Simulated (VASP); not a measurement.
# Ta (Im-3m) in VASP: further runs, part 2 of 2

VASP 6.6.1. The steps go on from the part before.

## Step 5: Relaxation of cell and atoms, PBEsol, target pressure 10.6 GPa, at which the enthalpy is minimised

This run uses another cell than the first one, of 16.75 Å³/atom, 0.930 times its volume.

Input file INCAR:

```
SYSTEM = Ta
  ALGO = Normal
  EDIFF = 1E-7
  EDIFFG = -0.002
  ENCUT = 600
  GGA = PS
  IBRION = 2
  ISIF = 3
  ISMEAR = -1
  LASPH = .True.
  LCHARG = .False.
  LREAL = .False.
  LWAVE = .False.
  NELM = 80
  NSW = 80
  PREC = Accurate
  PSTRESS = 106.0
  SIGMA = 0.1
```

Input file KPOINTS:

```
k-points
0
Gamma
  18 18 18
  0 0 0
```

Input file POSCAR:

```
Ta
1.0
   -1.6118058499      1.6118058499      1.6118058499
    1.6118058499     -1.6118058499      1.6118058499
    1.6118058499      1.6118058499     -1.6118058499
Ta
1
Direct
    0.0000000000      0.0000000000      0.0000000000
```

Potentials or basis: VASP PAW PBE potentials, release 64 (Ta_pv).

Started as:

```bash
$ cat potpaw_PBE.64/Ta_pv/POTCAR > POTCAR
$ mpirun -np 1 vasp_std > vasp.out
```

OUTCAR:

```text
SYSTEM = Ta
   EDIFF = 1E-7
   EDIFFG = -0.002
   ENCUT = 600
   GGA = PS
   IBRION = 2
   ISIF = 3
   ISMEAR = -1
   LASPH = .True.
   LREAL = .False.
   NELM = 80
   NSW = 80
   PREC = Accurate
   PSTRESS = 106.0

 ion  position               nearest neighbor table
   1  0.000  0.000  0.000-

  LATTYP: Found a body centered cubic cell.
 ALAT       =     3.2236116998

  Lattice vectors:

 A1 = (  -1.6118058499,   1.6118058499,   1.6118058499)
 A2 = (   1.6118058499,  -1.6118058499,   1.6118058499)
 A3 = (   1.6118058499,   1.6118058499,  -1.6118058499)

Analysis of symmetry for initial positions (statically):
=====================================================================
 Subroutine PRICEL returns:
 Original cell was already a primitive cell.

 Routine SETGRP: Setting up the symmetry group for a
 body centered cubic supercell.

 Subroutine GETGRP returns: Found 48 space group operations
 (whereof 48 operations were pure point group operations)
 out of a pool of 48 trial point group operations.

The static configuration has the point symmetry O_h .

Analysis of symmetry for dynamics (positions and initial velocities):
[... 166 lines left out ...]
  in kB      126.1425683    126.1425683    126.1425683     -0.0000000      0.0000000     -0.0000000
  external PRESSURE =      20.1425683 kB  Pullay stress =     106.0000000 kB
[... 61 lines left out ...]
--------------------------------------- Ionic step        3  -------------------------------------------

 number of electron      10.9999998 magnetization

 Free energy of the ion-electron system (eV)
  ---------------------------------------------------
  ext. energy  EPLUGINS =         0.00000000
  ---------------------------------------------------
  free energy    TOTEN  =       -12.54727731 eV

  energy without entropy =      -12.50811591  energy(sigma->0) =      -12.52769661

 E-fermi :   5.8618     XC(G=0): -13.0621

 val. band max:        5.8602765279   @ k =  -0.3333   0.3333   0.1667
 cond. band min:       5.8785431908   @ k =  -0.2222   0.2222   0.1111
 fundamental gap:      0.0182666628
 Fermi energy:         5.8618388991

 k-point     1 :       0.0000    0.0000    0.0000
  band No.  band energies     occupation
      1     -26.9071      2.00000
      2     -26.9071      2.00000
      3     -26.9071      2.00000
      4      -2.3200      2.00000
      5       6.5696      0.00169
      6       6.5696      0.00169
      7       6.5696      0.00169
      8      10.0749      0.00000
      9      10.0749      0.00000
[... 265 lines left out ...]
 k-point    24 :       0.3889    0.1111   -0.0000
  band No.  band energies     occupation
      1     -28.2737      2.00000
      2     -27.4136      2.00000
      3     -26.9830      2.00000
      4       1.6066      2.00000
      5       4.2412      2.00000
      6       6.7229      0.00036
      7       9.8487      0.00000
      8      11.2744      0.00000
      9      14.4092      0.00000

 [... further k-points ...]

------------------------ aborting loop because EDIFF is reached ----------------------------------------

  FORCE on cell =-STRESS in cart. coord.  units (eV):
  Direction    XX          YY          ZZ          XY          YZ          ZX
  --------------------------------------------------------------------------------------
  -------------------------------------------------------------------------------------
  Total        1.1157887      1.1157887      1.1157887      0.0000000     -0.0000000     -0.0000000
  in kB      105.8760600    105.8760600    105.8760600      0.0000000     -0.0000000     -0.0000000
  external PRESSURE =      -0.1239400 kB  Pullay stress =     106.0000000 kB
[... 20 lines left out ...]
  energy  without entropy=      -12.5081159109  energy(sigma->0) =      -12.52769661

  enthalpy is  TOTEN    =       -11.4301824036 eV   P V=        1.1170949035

 reached required accuracy - stopping structural energy minimisation
```

It took 78 s on 1 thread of Intel Xeon 8259CL, shared host; peak memory 0.17 GiB.

Results:

```yaml
Free_energy: -12.5473 eV
Relaxed_volume: 16.88 Å³/atom
Relaxed_cell: a = 2.799 Å, b = 2.799 Å, c = 2.799 Å, α = 109.47°, β = 109.47°, γ = 109.47°
Space_group_after_relaxing_to_0.05_Å: Im-3m (No. 229)
Energy_change_on_relaxing_the_enthalpy_is_what_falls: -9.8 meV/atom
Ionic_steps: 3
Pressure_after_relaxing: 10.6 GPa
```

Step by step:
```
step  energy change (eV)  largest force (eV/Å)  pressure (GPa)  volume (Å³)
   1              0.0000                0.0000           12.61        16.75
   2             -0.0285                0.0000            5.29        17.27
   3             -0.0098                0.0000           10.59        16.88
```

Final structure:
```
CELL_PARAMETERS angstrom
-1.61614 1.61614 1.61614
1.61614 -1.61614 1.61614
1.61614 1.61614 -1.61614
ATOMIC_POSITIONS crystal
Ta 0.00000 0.00000 0.00000
```

Caveat: the cell is relaxed towards a set pressure, so the enthalpy falls and the energy may rise; the PAW data sets were made with another functional, which shifts forces and pressure a little; spin-orbit coupling is left out, which moves the levels of the heavy elements.

## Step 6: The runs side by side

| task | cell | k mesh | cutoff (eV) | smearing | gap on the mesh (eV) | pressure (GPa) |
| --- | --- | --- | --- | --- | --- | --- |
| relaxation of cell and atoms | relaxed to 10.6 GPa from a = 2.860 Å, angles 109.5°, 1 atom | 8 × 8 × 8 | 600 | gaussian 0.1 eV | none | 10.2 |
| single point | a = 2.798 Å, angles 109.5°, 1 atom | 18 × 18 × 18 | 520 | fermi-dirac 0.1 eV | none | 10.9 |
| relaxation of cell and atoms | relaxed to 10.6 GPa from a = 2.792 Å, angles 109.5°, 1 atom | 18 × 18 × 18 | 600 | fermi-dirac 0.1 eV | none | 10.6 |

Alike in all rows: level PBEsol; potentials or basis VASP PAW PBE potentials, release 64 (Ta_pv); no spin polarisation.

Caveats: the PAW data sets were made with another functional, which shifts forces and pressure a little; spin-orbit coupling is left out, which moves the levels of the heavy elements; the cell is relaxed towards a set pressure, so the enthalpy falls and the energy may rise (some runs).

Total energies depend on the potentials used, so only differences within one code and one set of settings carry meaning.
